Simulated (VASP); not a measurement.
# SiNi3 (Pm-3m) in VASP: settings compared, part 2 of 2

VASP 6.6.1.

### Step 3. Single point, PBEsol

INCAR reads:

```
PREC     = Accurate       # precision mode
ENCUT    = 590            # plane-wave cutoff, eV
EDIFF    = 1E-6           # SCF threshold, eV
ISMEAR   = -1             # smearing method
SIGMA    = 0.05           # smearing width, eV
LREAL    = F              # projectors in reciprocal space
LASPH    = T              # aspherical terms in the spheres
NELM     = 120            # most SCF steps
ALGO     = Normal         # electronic algorithm
ISIF     = 2              # what is computed and relaxed
LWAVE    = F              # write WAVECAR
LCHARG   = F              # write CHGCAR
GGA      = PS             # functional
NBANDS   = 37             # bands
GGA_COMPAT= F
```

KPOINTS reads:

```
regular mesh
0
Gamma
  8 8 8
```

POSCAR reads:

```
SiNi3
1.0
    3.5420000000      0.0000000000      0.0000000000
    0.0000000000      3.5420000000      0.0000000000
    0.0000000000      0.0000000000      3.5420000000
Ni Si
3 1
Direct
    0.5000000000      0.5000000000      0.0000000000
    0.5000000000      0.0000000000      0.5000000000
    0.0000000000      0.5000000000      0.5000000000
    0.0000000000      0.0000000000      0.0000000000
```

Potentials or basis: VASP PAW PBE potentials, release 64 (Ni_sv_GW, Si).

Command:

```console
$ cat potpaw_PBE.64/Ni_sv_GW/POTCAR potpaw_PBE.64/Si/POTCAR > POTCAR
$ mpirun -np 1 vasp_std > vasp.out
```

OUTCAR:

```text
PREC = Accurate
   ENCUT = 590
   EDIFF = 1E-6
   ISMEAR = -1
   LREAL = F
   LASPH = T
   NELM = 120
   ISIF = 2
   GGA = PS

 ion  position               nearest neighbor table
   1  0.500  0.500  0.000-   2 2.50   3 2.50   4 2.50   2 2.50   3 2.50   2 2.50   4 2.50   2 2.50
                             3 2.50   4 2.50   3 2.50   4 2.50
   2  0.500  0.000  0.500-   1 2.50   3 2.50   4 2.50   1 2.50   4 2.50   1 2.50   3 2.50   1 2.50
                             3 2.50   4 2.50   4 2.50   3 2.50
   3  0.000  0.500  0.500-   1 2.50   2 2.50   4 2.50   1 2.50   4 2.50   2 2.50   4 2.50   4 2.50
                             1 2.50   2 2.50   1 2.50   2 2.50
   4  0.000  0.000  0.000-   1 2.50   2 2.50   3 2.50   2 2.50   3 2.50   1 2.50   3 2.50   3 2.50
                             1 2.50   2 2.50   2 2.50   1 2.50

  LATTYP: Found a simple cubic cell.
 ALAT       =     3.5420000000

  Lattice vectors:

 A1 = (   3.5420000000,   0.0000000000,   0.0000000000)
 A2 = (   0.0000000000,   3.5420000000,   0.0000000000)
 A3 = (   0.0000000000,   0.0000000000,   3.5420000000)

Analysis of symmetry for initial positions (statically):
=====================================================================
 Subroutine PRICEL returns:
 Original cell was already a primitive cell.

 Routine SETGRP: Setting up the symmetry group for a
 simple cubic supercell.

 Subroutine GETGRP returns: Found 48 space group operations
 (whereof 48 operations were pure point group operations)
 out of a pool of 48 trial point group operations.

The static configuration has the point symmetry O_h .

Analysis of symmetry for dynamics (positions and initial velocities):
=====================================================================
 Subroutine PRICEL returns:
 Original cell was already a primitive cell.

 Routine SETGRP: Setting up the symmetry group for a
 simple cubic supercell.

 Subroutine GETGRP returns: Found 48 space group operations
 (whereof 48 operations were pure point group operations)
 out of a pool of 48 trial point group operations.

The dynamic configuration has the point symmetry O_h .

 Subroutine INISYM returns: Found 48 space group operations
 (whereof 48 operations are pure point group operations),
 and found     1 'primitive' translations

----------------------------------------------------------------------------------------

                                     Primitive cell

  volume of cell :      44.4371

  direct lattice vectors                    reciprocal lattice vectors
     3.542000000  0.000000000  0.000000000     0.282326369  0.000000000  0.000000000
     0.000000000  3.542000000  0.000000000     0.000000000  0.282326369  0.000000000
     0.000000000  0.000000000  3.542000000     0.000000000  0.000000000  0.282326369

  length of vectors
     3.542000000  3.542000000  3.542000000     0.282326369  0.282326369  0.282326369

  position of ions in fractional coordinates (direct lattice)
     0.500000000  0.500000000  0.000000000
     0.500000000  0.000000000  0.500000000
     0.000000000  0.500000000  0.500000000
     0.000000000  0.000000000  0.000000000

  ion indices of the primitive-cell ions
   primitive index   ion index
                 1           1
                 2           2
                 3           3
                 4           4

----------------------------------------------------------------------------------------

 KPOINTS: regular mesh

Automatic generation of k-mesh.
 Grid dimensions read from file:
 generate k-points for:    8    8    8

 Generating k-lattice:

  Cartesian coordinates                     Fractional coordinates (reciprocal lattice)
     0.035290796  0.000000000  0.000000000     0.125000000  0.000000000  0.000000000
     0.000000000  0.035290796  0.000000000     0.000000000  0.125000000  0.000000000
     0.000000000  0.000000000  0.035290796     0.000000000  0.000000000  0.125000000

  Length of vectors
     0.035290796  0.035290796  0.035290796

  Shift w.r.t. Gamma in fractional coordinates (k-lattice)
     0.000000000  0.000000000  0.000000000

 Subroutine IBZKPT returns following result:
 ===========================================

 Found     35 irreducible k-points:

 Following reciprocal coordinates:
            Coordinates               Weight
  0.000000  0.000000  0.000000      1.000000
  0.125000  0.000000  0.000000      6.000000
  0.250000  0.000000  0.000000      6.000000
  0.375000  0.000000  0.000000      6.000000
  0.500000  0.000000  0.000000      3.000000
  0.125000  0.125000  0.000000     12.000000
[... 16 lines left out ...]
  0.375000  0.375000  0.125000     24.000000
  0.500000  0.375000  0.125000     24.000000
 [... further k-points ...]
   k-points           NKPTS =     35   k-points in BZ     NKDIM =     35   number of bands    NBANDS=     37
   number of dos      NEDOS =    301   number of ions     NIONS =      4
   total plane-waves  NPLWV =  21952
   dimension x,y,z NGX =    28 NGY =   28 NGZ =   28
   dimension x,y,z NGXF=    56 NGYF=   56 NGZF=   56
   ions per type =               3   1
   NGX,Y,Z   is equivalent  to a cutoff of  13.14, 13.14, 13.14 a.u.
   NGXF,Y,Z  is equivalent  to a cutoff of  26.28, 26.28, 26.28 a.u.
 SYSTEM =  unknown system
   PREC   = accura    normal or accurate (medium, high low for compatibility)
   ISTART =      0    job   : 0-new  1-cont  2-samecut
   ICHARG =      2    charge: 1-file 2-atom 10-const
   ISPIN  =      1    spin polarized calculation?
   LNONCOLLINEAR =      F non collinear calculations
   LSORBIT =      F    spin-orbit coupling
   LASPH  =      T    aspherical Exc in radial PAW
   ENCUT  =  590.0 eV  43.36 Ry    6.59 a.u.   7.02  7.02  7.02*2*pi/ulx,y,z
   NELM   =    120;   NELMIN=  2; NELMDL= -5     # of ELM steps
   EDIFF  = 0.1E-05   stopping-criterion for ELM
   LREAL  =      F    real-space projection
   EDIFFG = 0.1E-04   stopping-criterion for IOM
   NSW    =      0    number of steps for IOM
   IBRION =     -1    ionic relax: 0-MD 1-quasi-New 2-CG
   NFREE  =      0    steps in history (QN), initial steepest desc. (CG)
   ISIF   =      2    stress and relaxation
   ISYM   =      2    0-nonsym 1-usesym 2-fastsym
   POTIM  = 0.5000    time-step for ionic-motion
   TEBEG  =    0.0;   TEEND  =   0.0 temperature during run
   PSTRESS=    0.0 pullay stress
   NELECT =      58.0000    total number of electrons
   NUPDOWN=      -1.0000    fix difference up-down
   EMIN   =  10.00;   EMAX   =-10.00  energy-range for DOS
   EFERMI =   0.00;   METHOD = LEGACY
   ISMEAR =    -1;   SIGMA  =   0.05  broadening in eV -4-tet -1-fermi 0-gaus
   EFERMI_NEDOS =   21; number of points for ismear=-14 and -15
   IALGO  =     38    algorithm
   IMIX   =      4    mixing-type and parameters
     AMIX     =   0.40;   BMIX     =  1.00
     AMIX_MAG =   1.60;   BMIX_MAG =  1.00
  volume/ion in A,a.u.               =      11.11        74.97
  Fermi-wavevector in a.u.,A,eV,Ry     =   1.789104  3.380916 43.550799  3.200893
  Thomas-Fermi vector in A             =   2.852146
   LORBIT       =      0    0 simple, 1 ext, 2 COOP (PROOUT), +10 PAW based schemes
   GGA     = PS    functional components
   LHFCALC =     F    Hartree Fock is set to
   AEXX    =    0.0000 exact exchange contribution
   IVDW    =     0    specifies the selected vdW correction
   LEPSILON=     F    determine dielectric tensor
   LRPA    =     F    only Hartree local field effects (RPA)
 non-spin polarized calculation
  energy-cutoff  :      590.00
  volume of cell :       44.44
 maximum number of plane-waves:      1472
   NGX = 15   NGY = 15   NGZ = 15

 number of electron      57.9999958 magnetization

 Free energy of the ion-electron system (eV)
  ---------------------------------------------------
  ext. energy  EPLUGINS =         0.00000000
  ---------------------------------------------------
  free energy    TOTEN  =       -28.95355468 eV

  energy without entropy =      -28.93485677  energy(sigma->0) =      -28.94420573

 E-fermi :   8.9484     XC(G=0): -13.5405

 val. band max:        8.8852291180   @ k =   0.1250   0.1250   0.0000
 cond. band min:       8.9621869321   @ k =   0.5000   0.3750   0.3750
 fundamental gap:      0.0769578141
 Fermi energy:         8.9483760217

 k-point     1 :       0.0000    0.0000    0.0000
  band No.  band energies     occupation
      1     -93.8618      2.00000
      2     -93.8312      2.00000
      3     -93.8312      2.00000
      4     -54.4792      2.00000
      5     -54.4792      2.00000
      6     -54.4792      2.00000
[... 29 lines left out ...]
     36      19.1791      0.00000
     37      19.1802      0.00000
[... 918 lines left out ...]
     36      18.1303      0.00000
     37      20.7565      0.00000

 [... further k-points ...]
[... 5 lines left out ...]
  --------------------------------------------------------------------------------------
  -------------------------------------------------------------------------------------
  Total       -4.7073631     -4.7073631     -4.7073631     -0.0000000     -0.0000000     -0.0000000
  in kB     -169.7237453   -169.7237453   -169.7237453     -0.0000000     -0.0000000     -0.0000000
  external PRESSURE =    -169.7237453 kB  Pullay stress =       0.0000000 kB

 VOLUME and BASIS-vectors are now :
 -----------------------------------------------------------------------------
  energy-cutoff  :      590.00
  volume of cell :       44.44
      direct lattice vectors                 reciprocal lattice vectors
     3.542000000  0.000000000  0.000000000     0.282326369  0.000000000  0.000000000
     0.000000000  3.542000000  0.000000000     0.000000000  0.282326369  0.000000000
     0.000000000  0.000000000  3.542000000     0.000000000  0.000000000  0.282326369

 POSITION                                       TOTAL-FORCE (eV/Angst)
 -----------------------------------------------------------------------------------
      1.77100      1.77100      0.00000         0.000000      0.000000      0.000000
      1.77100      0.00000      1.77100         0.000000      0.000000      0.000000
      0.00000      1.77100      1.77100         0.000000      0.000000      0.000000
      0.00000      0.00000      0.00000         0.000000      0.000000      0.000000
 -----------------------------------------------------------------------------------
    total drift:                                0.000000      0.000000      0.000000

  FREE ENERGIE OF THE ION-ELECTRON SYSTEM (eV)
  ---------------------------------------------------
  free  energy   TOTEN  =       -28.9535546842 eV

  energy  without entropy=      -28.9348567712  energy(sigma->0) =      -28.94420573
```

It took 1.8 min on 1 thread of Intel Xeon Platinum 8488C (Sapphire Rapids), shared host; peak memory 0.2 GiB.

What came out:

| Item | Value |
| --- | --- |
| Free energy | -28.9536 eV |
| Pressure | -17.0 GPa |
| Band gap on the k mesh | zero (band 29 reaches 8.97 eV, above the bottom of band 30 at 8.75 eV) |

Caveat: the PAW data sets were made with another functional, which shifts forces and pressure a little.

### Step 4. Single point, RPBE, collinear spin, ferromagnetic start

INCAR reads:

```
PREC = Accurate
ENCUT = 590
EDIFF = 1E-6
ISMEAR = -1
SIGMA = 0.05
LREAL = False
LASPH = True
NELM = 200
ALGO = Normal
ISIF = 2
LWAVE = False
LCHARG = True
ISPIN = 2
MAGMOM = 1 1 1 0
LORBIT = 11
LMAXMIX = 4
GGA = RP
LELF = True
LVHAR = True
NBANDS = 41
GGA_COMPAT = False
```

KPOINTS reads:

```
regular mesh
0
Gamma
  4 4 4
```

POSCAR is that of step 3.

Command:

```console
$ cat potpaw_PBE.64/Ni_sv_GW/POTCAR potpaw_PBE.64/Si/POTCAR > POTCAR
$ mpirun -np 1 vasp_std > vasp.out
```

It took 42 s on 1 thread of AMD EPYC 9R45 (Zen 5), shared host; peak memory 0.17 GiB.

It converged, with:

```yaml
Free_energy: -24.4826 eV
Pressure: -4.5 GPa
Band_gap_on_the_k_mesh: zero (filled and empty bands overlap)
Net_moment: 0.00 μB per cell
Valence_electrons_inside_the_program's_atomic_spheres: Ni 16.41; Si 1.54
```

Levels at points of the mesh, in eV from the Fermi level:
Spin up:
```csv
k point,band 27,band 28,band 29,band 30,band 31,band 32
"(0.00, 0.00, 0.00)",-0.66,-0.34,-0.03,-0.03,-0.03,4.51
"(0.50, 0.00, 0.00)",-1.16,-0.60,-0.03,3.42,3.42,4.90
"(0.50, 0.50, 0.00)",-1.12,-1.03,-0.97,0.56,0.56,5.34
"(0.50, 0.50, 0.50)",-1.25,-0.48,-0.26,-0.26,-0.26,1.05
```
Spin down:
| k point | band 25 | band 26 | band 27 | band 28 | band 29 | band 30 | band 31 | band 32 | band 33 | band 34 |
| --- | --- | --- | --- | --- | --- | --- | --- | --- | --- | --- |
| (0.00, 0.00, 0.00) | -0.96 | -0.66 | -0.66 | -0.34 | -0.03 | -0.03 | -0.03 | 4.51 | 6.07 | 6.07 |
| (0.50, 0.00, 0.00) | -1.32 | -1.31 | -1.16 | -0.60 | -0.03 | 3.42 | 3.42 | 4.90 | 5.08 | 5.08 |
| (0.50, 0.50, 0.00) | -1.44 | -1.44 | -1.12 | -1.03 | -0.97 | 0.56 | 0.56 | 5.34 | 6.09 | 7.43 |
| (0.50, 0.50, 0.50) | -1.45 | -1.25 | -1.25 | -0.48 | -0.26 | -0.26 | -0.26 | 1.05 | 3.80 | 3.80 |

Caveat: the k points lie up to 0.44 Å⁻¹ apart; the PAW data sets were made with another functional, which shifts forces and pressure a little.

### Step 5. Single point, PBE, collinear spin, ferromagnetic start

INCAR reads:

```
  ALGO = Normal
  EDIFF = 1E-6
  ENCUT = 590
  GGA = PE
  GGA_COMPAT = F
  ISIF = 2
  ISMEAR = -1
  ISPIN = 2
  LASPH = T
  LCHARG = T
  LELF = T
  LMAXMIX = 4
  LORBIT = 11
  LREAL = F
  LVHAR = T
  LWAVE = F
  MAGMOM = 1 1 1 0
  NBANDS = 41
  NELM = 200
  PREC = Accurate
  SIGMA = 0.05
```

KPOINTS reads:

```
k-points
0
Gamma
  4 4 4
```

POSCAR is that of step 4.

Command:

```console
$ cat potpaw_PBE.64/Ni_sv_GW/POTCAR potpaw_PBE.64/Si/POTCAR > POTCAR
$ mpirun -np 1 vasp_std > vasp.out
```

Run time: 84 s. Hardware: 1 thread of Intel Xeon Platinum 8259CL at 2.50GHz (Skylake/Cascade Lake), shared host; peak memory 0.2 GiB.

Results (log left out):

```yaml
Free_energy: -26.5063 eV
Pressure: -8.9 GPa
Band_gap_on_the_k_mesh: zero (filled and empty bands overlap)
Net_moment: 0.00 μB per cell
Valence_electrons_inside_the_program's_atomic_spheres: Ni 16.41; Si 1.53
```

Levels at points of the mesh, in eV from the Fermi level:
Spin up:
```
           k point  band 27  band 28  band 29  band 30  band 31  band 32
(0.00, 0.00, 0.00)    -0.66    -0.34    -0.03    -0.03    -0.03     4.46
(0.50, 0.00, 0.00)    -1.16    -0.59    -0.03     3.42     3.42     4.84
(0.50, 0.50, 0.00)    -1.12    -1.03    -0.97     0.56     0.56     5.34
(0.50, 0.50, 0.50)    -1.25    -0.48    -0.26    -0.26    -0.26     1.03
```
Spin down:
| k point | band 27 | band 28 | band 29 | band 30 | band 31 | band 32 |
| --- | --- | --- | --- | --- | --- | --- |
| (0.00, 0.00, 0.00) | -0.66 | -0.34 | -0.03 | -0.03 | -0.03 | 4.46 |
| (0.50, 0.00, 0.00) | -1.16 | -0.60 | -0.03 | 3.42 | 3.42 | 4.84 |
| (0.50, 0.50, 0.00) | -1.12 | -1.03 | -0.97 | 0.56 | 0.56 | 5.34 |
| (0.50, 0.50, 0.50) | -1.25 | -0.48 | -0.26 | -0.26 | -0.26 | 1.03 |

Caveat: the k points lie up to 0.44 Å⁻¹ apart.

### Step 6. Single point, LDA, collinear spin, ferromagnetic start

INCAR reads:

```
SYSTEM = SiNi3
  PREC = Accurate
  ENCUT = 590
  EDIFF = 1E-6
  ISMEAR = -1
  SIGMA = 0.05
  LREAL = .FALSE.
  LASPH = .TRUE.
  NELM = 200
  ALGO = Normal
  ISIF = 2
  LWAVE = .FALSE.
  LCHARG = .FALSE.
  ISPIN = 2
  MAGMOM = 1 1 1 0
  LORBIT = 11
  LMAXMIX = 4
  GGA = CA
  NBANDS = 41
  GGA_COMPAT = .FALSE.
```

KPOINTS reads:

```
Automatic mesh
0
G
  4 4 4
  0 0 0
```

POSCAR is that of step 5.

Potentials or basis: VASP PAW LDA potentials, release 64 (Ni_sv_GW, Si).

Command:

```console
$ cat potpaw_LDA.64/Ni_sv_GW/POTCAR potpaw_LDA.64/Si/POTCAR > POTCAR
$ mpirun -np 1 vasp_std > vasp.out
```

Run time: 35 s. Hardware: 1 thread of Intel Xeon Platinum 8488C (Sapphire Rapids), shared host; peak memory 0.17 GiB.

Results (log left out):

| Property | Result |
| --- | --- |
| Free energy | -30.2804 eV |
| Pressure | -22.1 GPa |
| Band gap on the k mesh | zero (filled and empty bands overlap) |
| Net moment | 0.00 μB per cell |
| Valence electrons inside the program's atomic spheres | Ni 16.42; Si 1.54 |

Levels at points of the mesh, in eV from the Fermi level:
Spin up:
```tsv
k point	band 26	band 27	band 28	band 29	band 30	band 31	band 32	band 33
(0.00, 0.00, 0.00)	-0.63	-0.63	-0.33	-0.03	-0.03	-0.03	4.44	6.17
(0.50, 0.00, 0.00)	-1.28	-1.15	-0.57	-0.03	3.46	3.46	4.80	5.13
(0.50, 0.50, 0.00)	-1.42	-1.12	-1.02	-0.98	0.58	0.58	5.38	6.11
(0.50, 0.50, 0.50)	-1.25	-1.25	-0.41	-0.26	-0.26	-0.26	1.03	3.81
```
Spin down:
```
           k point  band 25  band 26  band 27  band 28  band 29  band 30  band 31  band 32  band 33  band 34
(0.00, 0.00, 0.00)    -0.89    -0.63    -0.63    -0.33    -0.03    -0.03    -0.03     4.44     6.17     6.17
(0.50, 0.00, 0.00)    -1.33    -1.28    -1.15    -0.57    -0.03     3.46     3.46     4.80     5.13     5.13
(0.50, 0.50, 0.00)    -1.42    -1.42    -1.12    -1.02    -0.98     0.58     0.58     5.38     6.11     7.52
(0.50, 0.50, 0.50)    -1.42    -1.25    -1.25    -0.41    -0.25    -0.25    -0.25     1.03     3.82     3.82
```

Caveat: the k points lie up to 0.44 Å⁻¹ apart.

### Step 7. Summary

| level | potentials or basis | spin | k mesh | gap on the mesh (eV) | pressure (GPa) | moment (μB) |
| --- | --- | --- | --- | --- | --- | --- |
| revPBE | VASP PAW PBE potentials, release 64 (Ni_sv_GW, Si) | collinear, ferromagnetic start | 4 × 4 × 4 | none | -5.8 | 0.00 |
| PBEsol | VASP PAW PBE potentials, release 64 (Ni_sv_GW, Si) | off | 8 × 8 × 8 | none | -17.0 | - |
| RPBE | VASP PAW PBE potentials, release 64 (Ni_sv_GW, Si) | collinear, ferromagnetic start | 4 × 4 × 4 | none | -4.5 | 0.00 |
| PBE | VASP PAW PBE potentials, release 64 (Ni_sv_GW, Si) | collinear, ferromagnetic start | 4 × 4 × 4 | none | -8.9 | 0.00 |
| LDA | VASP PAW LDA potentials, release 64 (Ni_sv_GW, Si) | collinear, ferromagnetic start | 4 × 4 × 4 | none | -22.1 | 0.00 |

Alike in all rows: task single point; cell as given; cutoff (eV) 590; smearing fermi-dirac 0.05 eV.

Caveats: some runs use coarse meshes; the PAW data sets were made with another functional, which shifts forces and pressure a little (some runs).

Absolute energies hang on the potentials; compare differences alone.
